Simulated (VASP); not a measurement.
Crystal: K.

```xyz
1
Lattice="4.2548 0.0000 0.0000 0.0000 4.2548 0.0000 0.0000 0.0000 4.2548" Properties=species:S:1:pos:R:3 pbc="T T T"
K     0.0000    0.0000    0.0000
```

```yaml
Program: VASP 6.6.1
Task: relaxation of cell and atoms
Functional: LDA
Potentials_or_basis: VASP PAW LDA potentials, release 64 (K_sv)
Cutoff: 600 eV
k_mesh: 8 × 8 × 8
Occupations: fermi-dirac, width 0.1 eV
Spin: no spin polarisation
```

At the start: pressure -0.3 GPa; volume 77.03 Å³/atom.

Question: Where does the relaxation end?

Answer: Over 5 steps the energy falls by 8.9 meV/atom and the volume is 68.78 Å³/atom (-10.7 %); space group Pm-3m (No. 221, to 0.05 Å).

The path:
| step | energy change (eV) | largest force (eV/Å) | pressure (GPa) | volume (Å³) |
| --- | --- | --- | --- | --- |
| 1 | 0.0000 | 0.0000 | -0.32 | 77.03 |
| 2 | -0.0031 | 0.0000 | -0.27 | 75.34 |
| 3 | -0.0084 | 0.0000 | -0.09 | 70.58 |
| 4 | -0.0089 | 0.0000 | 0.03 | 68.29 |
| 5 | -0.0089 | 0.0000 | 0.00 | 68.78 |

Final structure:
```
K
1.0
     4.09719    0.00000    0.00000
     0.00000    4.09719    0.00000
     0.00000    0.00000    4.09719
K
1
Direct
  0.00000 0.00000 0.00000
```
